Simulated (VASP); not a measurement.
Wanted: the native input for a VASP 6.6.1 run.

* Task: single point
* Functional: PBE
* Potentials or basis: VASP PAW PBE potentials, release 64 (Ag, I)
* Cutoff: 500 eV
* k mesh: 6 × 6 × 4
* Occupations: gaussian, width 0.02 eV
* Spin: no spin polarisation
* Dipole correction: no
* Further INCAR settings: ALGO = Normal; EDIFF = 1e-06; NBANDS = 26

The structure of AgI lies in POSCAR:

```
AgI
1.0
    4.4754039147      0.0000000000      0.0000000000
   -2.2377019574      3.8758134823      0.0000000000
    0.0000000000      0.0000000000      7.3163814550
Ag I
2 2
Direct
    0.3333333333      0.6666666667      0.0027254708
    0.6666666667      0.3333333333      0.5027254708
    0.3333333333      0.6666666667      0.3771745292
    0.6666666667      0.3333333333      0.8771745292
```

These files were run (other wordings do the same):

INCAR

```
  ALGO = Normal
  EDIFF = 1E-6
  ENCUT = 500
  GGA = PE
  GGA_COMPAT = False
  ISIF = 2
  ISMEAR = 0
  LASPH = True
  LCHARG = False
  LREAL = False
  LWAVE = False
  NBANDS = 26
  NELM = 120
  PREC = Accurate
  SIGMA = 0.02
```

KPOINTS

```
k-points
0
Gamma
  6 6 4
```

Potentials or basis: VASP PAW PBE potentials, release 64 (Ag, I).

Command:

```bash
$ cat potpaw_PBE.64/Ag/POTCAR potpaw_PBE.64/I/POTCAR > POTCAR
$ mpirun -np 1 vasp_std > vasp.out
```

Results of the run:

| Quantity | Value |
| --- | --- |
| Pressure | 5.1 GPa |
| Band gap on the k mesh | 1.38 eV |

Caveat: the cell stands under pressure; spin-orbit coupling is left out, which moves the levels of the heavy elements.

Wall time 69 s on 1 thread of Intel(R) Xeon(R) 6975P-C (Granite Rapids), on a shared host, peak memory 0.27 GiB.
